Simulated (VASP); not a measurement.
# O: single point with LDA

The system is O.

```
CELL_PARAMETERS angstrom
2.03561 0.00000 0.00000
-1.01781 1.76289 0.00000
0.00000 0.00000 2.39572
ATOMIC_POSITIONS crystal
O 0.33333 0.66667 0.25000
O 0.66667 0.33333 0.75000
```

```yaml
Program: VASP 6.6.1
Task: single point
Functional: LDA
Potentials_or_basis: VASP PAW LDA potentials, release 64 (O)
Cutoff: 600 eV
k_mesh: 19 × 19 × 11
Occupations: fermi-dirac, width 0.1 eV
Spin: no spin polarisation
Dipole_correction: no
Further_INCAR_settings: ALGO = Normal; EDIFF = 1e-06; NBANDS = 13
```

```yaml
Pressure: 319.7 GPa
Band_gap_on_the_k_mesh: zero (bands 6 and 7 overlap by 4.06 eV)
```

Stress tensor (GPa, compression positive):
```
319.34   0.00   0.00
  0.00 319.34   0.00
  0.00   0.00 320.31
```

Levels at points of the mesh, in eV from the Fermi level:
| k point | band 3 | band 4 | band 5 | band 6 | band 7 | band 8 | band 9 | band 10 |
| --- | --- | --- | --- | --- | --- | --- | --- | --- |
| (0.00, 0.00, 0.00) | -12.51 | -3.08 | -3.08 | 1.82 | 1.82 | 5.44 | 18.79 | 25.44 |

Run time: 13 s on 1 thread of Intel(R) Xeon(R) Platinum 8375C CPU @ 2.90GHz (Ice Lake) (shared host), peak memory 0.13 GiB.

Caveat: the cell stands under pressure.
